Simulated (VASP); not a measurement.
Here is a VASP 6.6.1 calculation.

File INCAR:

```
SYSTEM = HBr
PREC     = Accurate       ! precision mode
ENCUT    = 600            ! plane-wave cutoff, eV
EDIFF    = 1E-6           ! SCF threshold, eV
ISMEAR   = 0              ! smearing method
SIGMA    = 0.01           ! smearing width, eV
LREAL    = .FALSE.        ! projectors in reciprocal space
LASPH    = .TRUE.         ! aspherical terms in the spheres
NELM     = 80             ! most SCF steps
ALGO     = Normal         ! electronic algorithm
ISIF     = 3              ! what is computed and relaxed
LWAVE    = .FALSE.        ! write WAVECAR
LCHARG   = .FALSE.        ! write CHGCAR
IBRION   = 2              ! ionic algorithm
NSW      = 80             ! ionic steps
EDIFFG   = -0.001         ! ionic threshold
```

File KPOINTS:

```
Automatic mesh
0
G
  10 10 10
  0 0 0
```

File POSCAR:

```
HBr
1.0
    0.0000000000      3.4559802841      3.4566783072
    1.6660741751      0.0000000000      3.4566783072
    1.6660741751      3.4559802841      0.0000000000
H Br
1 1
Direct
    0.0000000000      0.0000000000      0.0000000000
    0.5000000000      0.5000000000      0.5000000000
```

Potentials or basis: VASP PAW LDA potentials, release 64 (H, Br).

The run is started by

```console
$ cat potpaw_LDA.64/H/POTCAR potpaw_LDA.64/Br/POTCAR > POTCAR
$ mpirun -np 1 vasp_std > vasp.out
```

Question: Predict the relaxed volume.

Answer: 19.91 Å³/atom.

Question: Predict the space group after relaxing (to 0.05 Å).

Answer: I4/mmm (No. 139).

Question: What does it give for the relaxed cell?

Answer: a = 4.888 Å, b = 3.838 Å, c = 3.837 Å, α = 79.12°, β = 50.44°, γ = 50.43°.

Final structure:
```cif
data_structure
_symmetry_space_group_name_H-M 'P 1'
_symmetry_Int_Tables_number 1
_cell_length_a 4.8880
_cell_length_b 3.8376
_cell_length_c 3.8370
_cell_angle_alpha 79.122
_cell_angle_beta 50.444
_cell_angle_gamma 50.434
_cell_volume 39.83
loop_
_atom_site_label
_atom_site_type_symbol
_atom_site_fract_x
_atom_site_fract_y
_atom_site_fract_z
_atom_site_occupancy
H1 H 0.00000 0.00000 0.00000 1
Br1 Br 0.50000 0.50000 0.50000 1
```
